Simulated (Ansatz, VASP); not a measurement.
## In in VASP and in Ansatz

```
In
1.0
    -1.66881    1.66881    2.36263
     1.66881   -1.66881    2.36263
     1.66881    1.66881   -2.36263
In
1
Direct
  0.00000 0.00000 0.00000
```

Alike in both runs: functional r2SCAN; k mesh 18 × 18 × 18; occupations gaussian, width 0.1 eV; no spin polarisation.

Ansatz relaxed the structure, and its values are those at the end. VASP's run is a single point on that final structure, the one shown.

|  | VASP | Ansatz |
| --- | --- | --- |
| version | VASP 6.6.1 | Ansatz 0.2.0 |
| potentials or method | VASP PAW PBE potentials, release 64 (In_d), cutoff 520 eV | scalar-relativistic, plane waves, PAW |
| valence electrons in the cell | 13 | 13 |

```csv
,VASP,Ansatz,Ansatz less VASP
gap on the k mesh at the Fermi level (eV),none,none,-
pressure (GPa),0.0,0.0,-0.02
```

VASP's potentials were made for PBE, not for r2SCAN. A gap of «none» marks a metal or a gap that the smearing closes.
